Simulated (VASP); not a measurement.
# Cd4N3 (P-43m) in VASP: single point with PBE

Aim: the single point of Cd4N3 with PBE.

All numbers are computed with VASP 6.6.1; they aren't measurements. Logs are shortened: lines on timing, memory, paths and dates and some standing lists are left out, and cuts for length are marked.

**1. The cell of the first run**

It takes space group P-43m (No. 215, cubic). Conventional cell: a = 5.129 Å, b = 5.129 Å, c = 5.129 Å, α = 90.00°, β = 90.00°, γ = 90.00°. Within 3.3 Å of Cd (site symmetry 3m) lie 3 N at 2.32 Å and 3 Cd at 3.20 Å. N (site symmetry -42m) has 4 Cd at 2.32 Å within 3.1 Å.

The cell was generated, and may not be a known phase.

**2. Single point, PBE**

File INCAR:

```
SYSTEM = Cd4N3
PREC     = Accurate       ! precision mode
ENCUT    = 520            ! plane-wave cutoff, eV
EDIFF    = 1E-7           ! SCF threshold, eV
ISMEAR   = 0              ! smearing method
SIGMA    = 0.1            ! smearing width, eV
LREAL    = .False.        ! projectors in reciprocal space
LASPH    = .True.         ! aspherical terms in the spheres
NELM     = 60             ! most SCF steps
ALGO     = Normal         ! electronic algorithm
ISIF     = 2              ! what is computed and relaxed
LWAVE    = .False.        ! write WAVECAR
LCHARG   = .True.         ! write CHGCAR
GGA      = PE             ! functional
LELF     = .True.         ! ELF
LVHAR    = .True.       
NBANDS   = 40             ! bands
```

File KPOINTS:

```
regular mesh
0
Gamma
  4 4 4
  0 0 0
```

File POSCAR:

```
Cd4N3
1.0
    5.1293975800      0.0000000000      0.0000000000
    0.0000000000      5.1293975800      0.0000000000
    0.0000000000      0.0000000000      5.1293975800
Cd N
4 3
Direct
    0.7206873300      0.7206873300      0.7206873300
    0.2793126700      0.2793126700      0.7206873300
    0.2793126700      0.7206873300      0.2793126700
    0.7206873300      0.2793126700      0.2793126700
    0.0000000000      0.0000000000      0.5000000000
    0.5000000000      0.0000000000      0.0000000000
    0.0000000000      0.5000000000      0.0000000000
```

Potentials or basis: VASP PAW PBE potentials, release 64 (Cd, N).

Run with:

```console
$ cat potpaw_PBE.64/Cd/POTCAR potpaw_PBE.64/N/POTCAR > POTCAR
$ mpirun -np 1 vasp_std > vasp.out
```

OUTCAR:

```text
SYSTEM = Cd4N3
   PREC = Accurate
   ENCUT = 520
   EDIFF = 1E-7
   ISMEAR = 0
   LREAL = .False.
   LASPH = .True.
   NELM = 60
   ISIF = 2
   GGA = PE

 ion  position               nearest neighbor table
   1  0.721  0.721  0.721-   5 2.32   6 2.32   7 2.32   2 3.20   3 3.20   4 3.20   2 3.65   3 3.65
                             2 3.65   4 3.65   3 3.65   4 3.65
   2  0.279  0.279  0.721-   5 2.32   6 2.32   7 2.32   1 3.20   3 3.20   4 3.20   3 3.65   4 3.65
                             1 3.65   3 3.65   1 3.65   4 3.65
   3  0.279  0.721  0.279-   5 2.32   6 2.32   7 2.32   1 3.20   2 3.20   4 3.20   2 3.65   4 3.65
                             1 3.65   2 3.65   1 3.65   4 3.65
   4  0.721  0.279  0.279-   5 2.32   6 2.32   7 2.32   1 3.20   2 3.20   3 3.20   2 3.65   3 3.65
                             1 3.65   2 3.65   1 3.65   3 3.65
   5  0.000  0.000  0.500-   1 2.32   2 2.32   3 2.32   4 2.32
   6  0.500  0.000  0.000-   1 2.32   2 2.32   3 2.32   4 2.32
   7  0.000  0.500  0.000-   1 2.32   2 2.32   3 2.32   4 2.32

  LATTYP: Found a simple cubic cell.
 ALAT       =     5.1293975800

  Lattice vectors:

 A1 = (   5.1293975800,   0.0000000000,   0.0000000000)
 A2 = (   0.0000000000,   5.1293975800,   0.0000000000)
 A3 = (   0.0000000000,   0.0000000000,   5.1293975800)

Analysis of symmetry for initial positions (statically):
=====================================================================
 Subroutine PRICEL returns:
 Original cell was already a primitive cell.

 Routine SETGRP: Setting up the symmetry group for a
 simple cubic supercell.

 Subroutine GETGRP returns: Found 24 space group operations
 (whereof 24 operations were pure point group operations)
 out of a pool of 48 trial point group operations.

The static configuration has the point symmetry T_d .

Analysis of symmetry for dynamics (positions and initial velocities):
=====================================================================
 Subroutine PRICEL returns:
 Original cell was already a primitive cell.

 Routine SETGRP: Setting up the symmetry group for a
 simple cubic supercell.

 Subroutine GETGRP returns: Found 24 space group operations
 (whereof 24 operations were pure point group operations)
 out of a pool of 48 trial point group operations.

The dynamic configuration has the point symmetry T_d .

 Subroutine INISYM returns: Found 24 space group operations
 (whereof 24 operations are pure point group operations),
 and found     1 'primitive' translations

----------------------------------------------------------------------------------------

                                     Primitive cell

  volume of cell :     134.9581

  direct lattice vectors                    reciprocal lattice vectors
     5.129397580  0.000000000  0.000000000     0.194954668  0.000000000  0.000000000
     0.000000000  5.129397580  0.000000000     0.000000000  0.194954668  0.000000000
     0.000000000  0.000000000  5.129397580     0.000000000  0.000000000  0.194954668

  length of vectors
     5.129397580  5.129397580  5.129397580     0.194954668  0.194954668  0.194954668

  position of ions in fractional coordinates (direct lattice)
     0.720687330  0.720687330  0.720687330
     0.279312670  0.279312670  0.720687330
     0.279312670  0.720687330  0.279312670
     0.720687330  0.279312670  0.279312670
     0.000000000  0.000000000  0.500000000
     0.500000000  0.000000000  0.000000000
     0.000000000  0.500000000  0.000000000

  ion indices of the primitive-cell ions
   primitive index   ion index
                 1           1
                 2           2
                 3           3
                 4           4
                 5           5
                 6           6
                 7           7

----------------------------------------------------------------------------------------

 KPOINTS: regular mesh

Automatic generation of k-mesh.
 Grid dimensions read from file:
 generate k-points for:    4    4    4

 Generating k-lattice:

  Cartesian coordinates                     Fractional coordinates (reciprocal lattice)
     0.048738667  0.000000000  0.000000000     0.250000000  0.000000000  0.000000000
     0.000000000  0.048738667  0.000000000     0.000000000  0.250000000  0.000000000
     0.000000000  0.000000000  0.048738667     0.000000000  0.000000000  0.250000000

  Length of vectors
     0.048738667  0.048738667  0.048738667

  Shift w.r.t. Gamma in fractional coordinates (k-lattice)
     0.000000000  0.000000000  0.000000000

 Subroutine IBZKPT returns following result:
 ===========================================

 Found     10 irreducible k-points:

 Following reciprocal coordinates:
            Coordinates               Weight
  0.000000  0.000000  0.000000      1.000000
  0.250000  0.000000  0.000000      6.000000
  0.500000  0.000000  0.000000      3.000000
  0.250000  0.250000  0.000000     12.000000
  0.500000  0.250000  0.000000     12.000000
  0.500000  0.500000  0.000000      3.000000
  0.250000  0.250000  0.250000      8.000000
  0.500000  0.250000  0.250000     12.000000
  0.500000  0.500000  0.250000      6.000000
  0.500000  0.500000  0.500000      1.000000
   k-points           NKPTS =     10   k-points in BZ     NKDIM =     10   number of bands    NBANDS=     40
   number of dos      NEDOS =    301   number of ions     NIONS =      7
   total plane-waves  NPLWV =  64000
   dimension x,y,z NGX =    40 NGY =   40 NGZ =   40
   dimension x,y,z NGXF=    80 NGYF=   80 NGZF=   80
   ions per type =               4   3
   NGX,Y,Z   is equivalent  to a cutoff of  12.96, 12.96, 12.96 a.u.
   NGXF,Y,Z  is equivalent  to a cutoff of  25.93, 25.93, 25.93 a.u.
 SYSTEM =  Cd4N3
   PREC   = accura    normal or accurate (medium, high low for compatibility)
   ISTART =      0    job   : 0-new  1-cont  2-samecut
   ICHARG =      2    charge: 1-file 2-atom 10-const
   ISPIN  =      1    spin polarized calculation?
   LNONCOLLINEAR =      F non collinear calculations
   LSORBIT =      F    spin-orbit coupling
   LASPH  =      T    aspherical Exc in radial PAW
   ENCUT  =  520.0 eV  38.22 Ry    6.18 a.u.   9.54  9.54  9.54*2*pi/ulx,y,z
   NELM   =     60;   NELMIN=  2; NELMDL= -5     # of ELM steps
   EDIFF  = 0.1E-06   stopping-criterion for ELM
   LREAL  =      F    real-space projection
   EDIFFG = 0.1E-05   stopping-criterion for IOM
   NSW    =      0    number of steps for IOM
   IBRION =     -1    ionic relax: 0-MD 1-quasi-New 2-CG
   NFREE  =      0    steps in history (QN), initial steepest desc. (CG)
   ISIF   =      2    stress and relaxation
   ISYM   =      2    0-nonsym 1-usesym 2-fastsym
   POTIM  = 0.5000    time-step for ionic-motion
   TEBEG  =    0.0;   TEEND  =   0.0 temperature during run
   PSTRESS=    0.0 pullay stress
   NELECT =      63.0000    total number of electrons
   NUPDOWN=      -1.0000    fix difference up-down
   EMIN   =  10.00;   EMAX   =-10.00  energy-range for DOS
   EFERMI =   0.00;   METHOD = LEGACY
   ISMEAR =     0;   SIGMA  =   0.10  broadening in eV -4-tet -1-fermi 0-gaus
   EFERMI_NEDOS =   21; number of points for ismear=-14 and -15
   IALGO  =     38    algorithm
   IMIX   =      4    mixing-type and parameters
     AMIX     =   0.40;   BMIX     =  1.00
     AMIX_MAG =   1.60;   BMIX_MAG =  1.00
  volume/ion in A,a.u.               =      19.28       130.11
  Fermi-wavevector in a.u.,A,eV,Ry     =   1.269956  2.399869 21.943314  1.612788
  Thomas-Fermi vector in A             =   2.402969
   LORBIT       =      0    0 simple, 1 ext, 2 COOP (PROOUT), +10 PAW based schemes
   GGA     = PE    functional components
   LHFCALC =     F    Hartree Fock is set to
   AEXX    =    0.0000 exact exchange contribution
   IVDW    =     0    specifies the selected vdW correction
   LEPSILON=     F    determine dielectric tensor
   LRPA    =     F    only Hartree local field effects (RPA)
 non-spin polarized calculation
 Gauss-broadening in eV      SIGMA  =   0.10
  energy-cutoff  :      520.00
  volume of cell :      134.96
 maximum number of plane-waves:      3695
 NGX is ok and might be reduce to    40
   NGX = 19   NGY = 19   NGZ = 19

 number of electron      63.0000023 magnetization

 Free energy of the ion-electron system (eV)
  ---------------------------------------------------
  ext. energy  EPLUGINS =         0.00000000
  ---------------------------------------------------
  free energy    TOTEN  =       -20.58959701 eV

  energy without entropy =      -20.51274616  energy(sigma->0) =      -20.55117158

 E-fermi :   0.5790     XC(G=0):  -9.9193

 val. band max:        0.5731527875   @ k =   0.2500   0.2500   0.0000
 cond. band min:       0.5824514804   @ k =   0.5000   0.2500   0.0000
 fundamental gap:      0.0092986929
 Fermi energy:         0.5790420709

 k-point     1 :       0.0000    0.0000    0.0000
  band No.  band energies     occupation
      1     -12.3417      2.00000
      2     -11.8540      2.00000
      3     -11.8540      2.00000
      4      -7.3040      2.00000
      5      -7.2462      2.00000
      6      -7.2462      2.00000
[... 32 lines left out ...]
     39       5.3417      0.00000
     40       8.6504      0.00000

 k-point     2 :       0.2500    0.0000    0.0000
  band No.  band energies     occupation
      1     -12.2616      2.00000
      2     -11.9055      2.00000
      3     -11.8550      2.00000
      4      -7.3299      2.00000
      5      -7.2086      2.00000
      6      -7.2086      2.00000
[... 32 lines left out ...]
     39       6.9181      0.00000
     40       8.3262      0.00000

 k-point     3 :       0.5000    0.0000    0.0000
  band No.  band energies     occupation
      1     -12.1277      2.00000
      2     -12.0103      2.00000
      3     -11.8559      2.00000
      4      -7.3485      2.00000
      5      -7.1680      2.00000
      6      -7.1575      2.00000
[... 251 lines left out ...]
  band No.  band energies     occupation
      1     -11.9906      2.00000
      2     -11.9879      2.00000
      3     -11.9879      2.00000
      4      -7.2876      2.00000
      5      -7.1759      2.00000
      6      -7.1739      2.00000
[... 32 lines left out ...]
     39       6.7324      0.00000
     40       8.3581      0.00000

 k-point    10 :       0.5000    0.5000    0.5000
  band No.  band energies     occupation
      1     -11.9897      2.00000
      2     -11.9897      2.00000
      3     -11.9897      2.00000
      4      -7.2893      2.00000
      5      -7.1735      2.00000
      6      -7.1735      2.00000
[... 32 lines left out ...]
     39       5.3671      0.00000
     40       8.4395      0.00000

------------------------ aborting loop because EDIFF is reached ----------------------------------------

  FORCE on cell =-STRESS in cart. coord.  units (eV):
  Direction    XX          YY          ZZ          XY          YZ          ZX
  --------------------------------------------------------------------------------------
  -------------------------------------------------------------------------------------
  Total       -5.7728414     -5.7728414     -5.7728414      0.0000000      0.0000000      0.0000000
  in kB      -68.5332177    -68.5332177    -68.5332177      0.0000000      0.0000000      0.0000000
  external PRESSURE =     -68.5332177 kB  Pullay stress =       0.0000000 kB

 VOLUME and BASIS-vectors are now :
 -----------------------------------------------------------------------------
  energy-cutoff  :      520.00
  volume of cell :      134.96
      direct lattice vectors                 reciprocal lattice vectors
     5.129397580  0.000000000  0.000000000     0.194954668  0.000000000  0.000000000
     0.000000000  5.129397580  0.000000000     0.000000000  0.194954668  0.000000000
     0.000000000  0.000000000  5.129397580     0.000000000  0.000000000  0.194954668

 POSITION                                       TOTAL-FORCE (eV/Angst)
 -----------------------------------------------------------------------------------
      3.69669      3.69669      3.69669         0.649396      0.649396      0.649396
      1.43271      1.43271      3.69669        -0.649396     -0.649396      0.649396
      1.43271      3.69669      1.43271        -0.649396      0.649396     -0.649396
      3.69669      1.43271      1.43271         0.649396     -0.649396     -0.649396
      0.00000      0.00000      2.56470        -0.000000      0.000000     -0.000000
      2.56470      0.00000      0.00000        -0.000000      0.000000      0.000000
      0.00000      2.56470      0.00000        -0.000000      0.000000      0.000000
 -----------------------------------------------------------------------------------
    total drift:                               -0.000000     -0.000000     -0.000000

  FREE ENERGIE OF THE ION-ELECTRON SYSTEM (eV)
  ---------------------------------------------------
  free  energy   TOTEN  =       -20.5895970081 eV

  energy  without entropy=      -20.5127461596  energy(sigma->0) =      -20.55117158
```

Run time: 39 s. Hardware: 1 thread of Intel Xeon Platinum 8488C (Sapphire Rapids), shared host; peak memory 0.24 GiB.

Results:

| Property | Result |
| --- | --- |
| Free energy | -20.5896 eV |
| Pressure | -6.9 GPa |
| Largest force | 1.125 eV/Å |
| Band gap on the k mesh | zero (an odd number of electrons rules out a gap without spin polarisation) |

Forces on the atoms (eV/Å):
```
Cd   0.649  0.649  0.649
Cd  -0.649 -0.649  0.649
Cd  -0.649  0.649 -0.649
Cd   0.649 -0.649 -0.649
N    0.000  0.000  0.000
N    0.000  0.000  0.000
N    0.000  0.000  0.000
```

Levels at points of the mesh, in eV from the Fermi level:
```csv
k point,band 27,band 28,band 29,band 30,band 31,band 32,band 33,band 34,band 35,band 36
"(0.00, 0.00, 0.00)",-2.61,-0.94,-0.94,-0.94,-0.05,-0.05,-0.05,3.85,3.85,4.08
"(0.50, 0.00, 0.00)",-1.75,-1.17,-1.02,-1.02,-0.05,-0.05,0.57,0.84,4.09,4.09
"(0.50, 0.50, 0.00)",-2.19,-1.30,-1.30,-0.97,-0.06,0.20,0.22,2.91,2.91,3.25
"(0.50, 0.50, 0.50)",-3.11,-2.02,0.06,0.06,0.06,0.17,0.17,4.07,4.07,4.07
```

Caveat: the cell stands under tension; forces of over 1 eV/Å act on the atoms, so gaps and moduli don't describe the material at rest.
